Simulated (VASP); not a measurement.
# TePb (P1) in VASP: single point with PBEsol

Aim: the single point of TePb with PBEsol.

Everything below comes from runs of VASP 6.6.1. Logs are shortened: lines on timing, memory, paths and dates and some standing lists are left out, and cuts for length are marked.

**1. The cell of the first run**

The typed cell holds 16 atoms: a = 9.243 Å, b = 9.243 Å, c = 9.243 Å, α = 60.00°, β = 60.00°, γ = 60.00°.

**2. Single point, PBEsol**

INCAR

```
PREC = Accurate
ENCUT = 520
EDIFF = 1E-7
ISMEAR = -1
SIGMA = 0.112
LREAL = Auto
LASPH = True
NELM = 80
ALGO = Normal
ISIF = 2
LWAVE = False
LCHARG = False
GGA = PS
NBANDS = 94
```

KPOINTS

```
regular mesh
0
Gamma
  2 2 2
```

POSCAR

```
TePb
1.0
    0.0000000000      6.5357111017      6.5357111017
    6.5357111017      0.0000000000      6.5357111017
    6.5357111017      6.5357111017      0.0000000000
Te Pb
8 8
Direct
    0.2349316664      0.2379907061      0.2622013846
    0.2311928230      0.2261921430      0.7686422215
    0.2684241963      0.7356663912      0.2244459673
    0.2211828181      0.7400861092      0.7666172696
    0.7488133156      0.2345428793      0.2612518322
    0.7612258135      0.2187608935      0.7668629965
    0.7502459830      0.7569260518      0.2538611291
    0.7921499925      0.7167155076      0.7641608422
    0.0061253472     -0.0206564363      0.0237036946
   -0.0000388634     -0.0074538178      0.5039967264
    0.0072399161      0.4864188381      0.0040551058
   -0.0065102327      0.5152582401      0.4712953116
    0.5043786282      0.0180772984     -0.0051894889
    0.4821126502      0.0219651692      0.5069850776
    0.5123867086      0.5236431731     -0.0095298735
    0.4953743288      0.5148880432      0.4913495181
```

Potentials or basis: VASP PAW PBE potentials, release 64 (Te, Pb_d).

Command:

```sh
$ cat potpaw_PBE.64/Te/POTCAR potpaw_PBE.64/Pb_d/POTCAR > POTCAR
$ mpirun -np 1 vasp_std > vasp.out
```

OUTCAR:

```text
PREC = Accurate
   ENCUT = 520
   EDIFF = 1E-7
   ISMEAR = -1
   LREAL = Auto
   LASPH = True
   NELM = 80
   ISIF = 2
   GGA = PS

 ion  position               nearest neighbor table
   1  0.235  0.238  0.262-  10 3.14  11 3.18  12 3.19  13 3.20  14 3.23  15 3.68
   2  0.231  0.226  0.769-  14 3.06   9 3.09  11 3.25  13 3.29  12 3.51  16 3.62
   3  0.268  0.736  0.224-  15 2.92   9 3.04  16 3.24  12 3.25  13 3.41  10 3.51
   4  0.221  0.740  0.767-  11 3.06  10 3.17   9 3.26  16 3.29  15 3.40  14 3.55
   5  0.749  0.235  0.261-  14 3.14   9 3.22  10 3.23  15 3.33  11 3.34  16 3.34
   6  0.761  0.219  0.767-  13 3.00  10 3.20   9 3.28  15 3.48  12 3.48  16 3.55
[... 8 lines left out ...]
  15  0.512  0.524  0.990-   3 2.92   8 3.12   5 3.33   4 3.40   6 3.48   1 3.68
  16  0.495  0.515  0.491-   3 3.24   7 3.25   4 3.29   5 3.34   6 3.55   2 3.62

  LATTYP: Found a face centered cubic cell.
 ALAT       =    13.0714222034

  Lattice vectors:

 A1 = (   0.0000000000,   6.5357111017,   6.5357111017)
 A2 = (   6.5357111017,   0.0000000000,   6.5357111017)
 A3 = (   6.5357111017,   6.5357111017,   0.0000000000)

Analysis of symmetry for initial positions (statically):
=====================================================================
 Subroutine PRICEL returns:
 Original cell was already a primitive cell.

 Routine SETGRP: Setting up the symmetry group for a
 face centered cubic supercell.

 Subroutine GETGRP returns: Found  1 space group operations
 (whereof  1 operations were pure point group operations)
 out of a pool of 48 trial point group operations.

The static configuration has the point symmetry C_1 .

Analysis of symmetry for dynamics (positions and initial velocities):
=====================================================================
 Subroutine PRICEL returns:
 Original cell was already a primitive cell.

 Routine SETGRP: Setting up the symmetry group for a
 face centered cubic supercell.

 Subroutine GETGRP returns: Found  1 space group operations
 (whereof  1 operations were pure point group operations)
 out of a pool of 48 trial point group operations.

The dynamic configuration has the point symmetry C_1 .

 Subroutine INISYM returns: Found  1 space group operations
 (whereof  1 operations are pure point group operations),
 and found     1 'primitive' translations

----------------------------------------------------------------------------------------

                                     Primitive cell

  volume of cell :     558.3526

  direct lattice vectors                    reciprocal lattice vectors
     0.000000000  6.535711102  6.535711102    -0.076502770  0.076502770  0.076502770
     6.535711102  0.000000000  6.535711102     0.076502770 -0.076502770  0.076502770
     6.535711102  6.535711102  0.000000000     0.076502770  0.076502770 -0.076502770

  length of vectors
     9.242891280  9.242891280  9.242891280     0.132506684  0.132506684  0.132506684

  position of ions in fractional coordinates (direct lattice)
     0.234931666  0.237990706  0.262201385
     0.231192823  0.226192143  0.768642222
     0.268424196  0.735666391  0.224445967
     0.221182818  0.740086109  0.766617270
     0.748813316  0.234542879  0.261251832
     0.761225813  0.218760893  0.766862997
[... 8 lines left out ...]
     0.512386709  0.523643173  0.990470126
     0.495374329  0.514888043  0.491349518

  ion indices of the primitive-cell ions
   primitive index   ion index
                 1           1
                 2           2
                 3           3
                 4           4
                 5           5
                 6           6
[... 8 lines left out ...]
                15          15
                16          16

----------------------------------------------------------------------------------------

 KPOINTS: regular mesh

Automatic generation of k-mesh.
 Grid dimensions read from file:
 generate k-points for:    2    2    2

 Generating k-lattice:

  Cartesian coordinates                     Fractional coordinates (reciprocal lattice)
    -0.038251385  0.038251385  0.038251385     0.500000000  0.000000000  0.000000000
     0.038251385 -0.038251385  0.038251385     0.000000000  0.500000000  0.000000000
     0.038251385  0.038251385 -0.038251385     0.000000000  0.000000000  0.500000000

  Length of vectors
     0.066253342  0.066253342  0.066253342

  Shift w.r.t. Gamma in fractional coordinates (k-lattice)
     0.000000000  0.000000000  0.000000000

 Subroutine IBZKPT returns following result:
 ===========================================

 Found      8 irreducible k-points:

 Following reciprocal coordinates:
            Coordinates               Weight
  0.000000  0.000000  0.000000      1.000000
  0.500000  0.000000  0.000000      1.000000
  0.000000  0.500000  0.000000      1.000000
  0.000000  0.000000  0.500000      1.000000
  0.500000  0.500000  0.500000      1.000000
  0.500000  0.500000  0.000000      1.000000
  0.000000  0.500000  0.500000      1.000000
  0.500000  0.000000  0.500000      1.000000
   k-points           NKPTS =      8   k-points in BZ     NKDIM =      8   number of bands    NBANDS=     94
   number of dos      NEDOS =    301   number of ions     NIONS =     16
   total plane-waves  NPLWV = 343000
   dimension x,y,z NGX =    70 NGY =   70 NGZ =   70
   dimension x,y,z NGXF=   140 NGYF=  140 NGZF=  140
   ions per type =               8   8
   NGX,Y,Z   is equivalent  to a cutoff of  12.59, 12.59, 12.59 a.u.
   NGXF,Y,Z  is equivalent  to a cutoff of  25.18, 25.18, 25.18 a.u.
 SYSTEM =  unknown system
   PREC   = accura    normal or accurate (medium, high low for compatibility)
   ISTART =      0    job   : 0-new  1-cont  2-samecut
   ICHARG =      2    charge: 1-file 2-atom 10-const
   ISPIN  =      1    spin polarized calculation?
   LNONCOLLINEAR =      F non collinear calculations
   LSORBIT =      F    spin-orbit coupling
   LASPH  =      T    aspherical Exc in radial PAW
   ENCUT  =  520.0 eV  38.22 Ry    6.18 a.u.  17.19 17.19 17.19*2*pi/ulx,y,z
   NELM   =     80;   NELMIN=  2; NELMDL= -5     # of ELM steps
   EDIFF  = 0.1E-06   stopping-criterion for ELM
   LREAL  =      T    real-space projection
   EDIFFG = 0.1E-05   stopping-criterion for IOM
   NSW    =      0    number of steps for IOM
   IBRION =     -1    ionic relax: 0-MD 1-quasi-New 2-CG
   NFREE  =      0    steps in history (QN), initial steepest desc. (CG)
   ISIF   =      2    stress and relaxation
   ISYM   =      2    0-nonsym 1-usesym 2-fastsym
   POTIM  = 0.5000    time-step for ionic-motion
   TEBEG  =    0.0;   TEEND  =   0.0 temperature during run
   PSTRESS=    0.0 pullay stress
   NELECT =     160.0000    total number of electrons
   NUPDOWN=      -1.0000    fix difference up-down
   EMIN   =  10.00;   EMAX   =-10.00  energy-range for DOS
   EFERMI =   0.00;   METHOD = LEGACY
   ISMEAR =    -1;   SIGMA  =   0.11  broadening in eV -4-tet -1-fermi 0-gaus
   EFERMI_NEDOS =   21; number of points for ismear=-14 and -15
   IALGO  =     38    algorithm
   IMIX   =      4    mixing-type and parameters
     AMIX     =   0.40;   BMIX     =  1.00
     AMIX_MAG =   1.60;   BMIX_MAG =  1.00
  volume/ion in A,a.u.               =      34.90       235.50
  Fermi-wavevector in a.u.,A,eV,Ry     =   1.079308  2.039596 15.849499  1.164905
  Thomas-Fermi vector in A             =   2.215269
   LORBIT       =      0    0 simple, 1 ext, 2 COOP (PROOUT), +10 PAW based schemes
   GGA     = PS    functional components
   LHFCALC =     F    Hartree Fock is set to
   AEXX    =    0.0000 exact exchange contribution
   IVDW    =     0    specifies the selected vdW correction
   LEPSILON=     F    determine dielectric tensor
   LRPA    =     F    only Hartree local field effects (RPA)
 non-spin polarized calculation
  energy-cutoff  :      520.00
  volume of cell :      558.35
 maximum number of plane-waves:     15065
 NGX is ok and might be reduce to    70
   NGX = 35   NGY = 35   NGZ = 35

 number of electron     160.0000001 magnetization

 Free energy of the ion-electron system (eV)
  ---------------------------------------------------
  ext. energy  EPLUGINS =         0.00000000
  ---------------------------------------------------
  free energy    TOTEN  =       -65.16781110 eV

  energy without entropy =      -65.14078545  energy(sigma->0) =      -65.15429827

 E-fermi :   5.4083     XC(G=0):  -9.3061

 val. band max:        5.0179849832   @ k =   0.0000   0.0000   0.0000
 cond. band min:       5.7695609430   @ k =   0.0000   0.0000   0.0000
 fundamental gap:      0.7515759598
 Fermi energy:         5.4082585965

 k-point     1 :       0.0000    0.0000    0.0000
  band No.  band energies     occupation
      1     -11.7244      2.00000
      2     -11.7128      2.00000
      3     -11.7052      2.00000
      4     -11.6944      2.00000
      5     -11.6935      2.00000
      6     -11.5969      2.00000
[... 84 lines left out ...]
     91       6.6121      0.00004
     92       6.6691      0.00003

 k-point     2 :       0.5000    0.0000    0.0000
  band No.  band energies     occupation
      1     -11.7233      2.00000
      2     -11.7116      2.00000
      3     -11.7048      2.00000
      4     -11.6941      2.00000
      5     -11.6932      2.00000
      6     -11.5889      2.00000
[... 559 lines left out ...]
     91       7.5194      0.00000
     92       7.7953      0.00000

 k-point     8 :       0.5000    0.0000    0.5000
  band No.  band energies     occupation
      1     -11.7227      2.00000
      2     -11.7115      2.00000
      3     -11.7045      2.00000
      4     -11.6938      2.00000
      5     -11.6934      2.00000
      6     -11.5917      2.00000
[... 84 lines left out ...]
     91       7.4142      0.00000
     92       7.7750      0.00000
 [bands above 92 left out]

------------------------ aborting loop because EDIFF is reached ----------------------------------------

  FORCE on cell =-STRESS in cart. coord.  units (eV):
  Direction    XX          YY          ZZ          XY          YZ          ZX
  --------------------------------------------------------------------------------------
  -------------------------------------------------------------------------------------
  Total       -4.2300937     -1.9517903     -1.8197360     -0.3672853     -0.3976217      0.3556032
  in kB      -12.1381369     -5.6006085     -5.2216823     -1.0539149     -1.1409644      1.0203935
  external PRESSURE =      -7.6534759 kB  Pullay stress =       0.0000000 kB

 VOLUME and BASIS-vectors are now :
 -----------------------------------------------------------------------------
  energy-cutoff  :      520.00
  volume of cell :      558.35
      direct lattice vectors                 reciprocal lattice vectors
     0.000000000  6.535711102  6.535711102    -0.076502770  0.076502770  0.076502770
     6.535711102  0.000000000  6.535711102     0.076502770 -0.076502770  0.076502770
     6.535711102  6.535711102  0.000000000     0.076502770  0.076502770 -0.076502770

 POSITION                                       TOTAL-FORCE (eV/Angst)
 -----------------------------------------------------------------------------------
      3.26911      3.24912      3.09088        -0.180057      0.649620      0.222949
      6.50195      6.53463      2.98934         0.187841      0.170949      0.514550
      6.27502      3.22126      6.56245         0.786541      0.681059     -0.340172
      9.84738      6.45598      6.28258        -0.330454      0.448638      0.421133
      3.24037      6.60149      6.42693         0.155827     -0.209954     -0.213639
      6.44175      9.98715      6.40491        -0.142801     -0.353860      0.417603
[... 8 lines left out ...]
      9.89581      9.82224      6.77119        -0.818508     -0.048954     -0.047629
      6.57648      6.44894      6.60278         0.069266      0.275808      0.019860
 -----------------------------------------------------------------------------------
    total drift:                                0.006982      0.001690      0.010262

  FREE ENERGIE OF THE ION-ELECTRON SYSTEM (eV)
  ---------------------------------------------------
  free  energy   TOTEN  =       -65.1678111026 eV

  energy  without entropy=      -65.1407854472  energy(sigma->0) =      -65.15429827
```

Run time: 8.6 min. Hardware: 1 thread of AMD EPYC 9R45 (Zen 5), shared host; peak memory 0.78 GiB.

Results:

```yaml
Free_energy: -65.1678 eV
Pressure: -0.8 GPa
Largest_force: 1.095 eV/Å
Band_gap_on_the_k_mesh: 0.75 eV
```

Forces in eV/Å, atoms in the order of the input:
```
Te  -0.180  0.650  0.223
Te   0.188  0.171  0.515
Te   0.787  0.681 -0.340
Te  -0.330  0.449  0.421
Te   0.156 -0.210 -0.214
Te  -0.143 -0.354  0.418
Te  -0.172 -0.276 -0.796
Te   0.098 -0.969 -0.442
Pb   0.079 -0.621  0.255
Pb   0.309 -0.079  0.190
Pb   0.148  0.169 -0.031
Pb   0.196  0.491 -0.009
Pb  -0.110 -0.269 -0.159
Pb  -0.275 -0.059 -0.004
Pb  -0.819 -0.049 -0.048
Pb   0.069  0.276  0.020
```

Caveat: the atoms stand as in a frame of molecular dynamics; the PAW data sets were made with another functional, which shifts forces and pressure a little; spin-orbit coupling is left out, which moves the levels of the heavy elements.
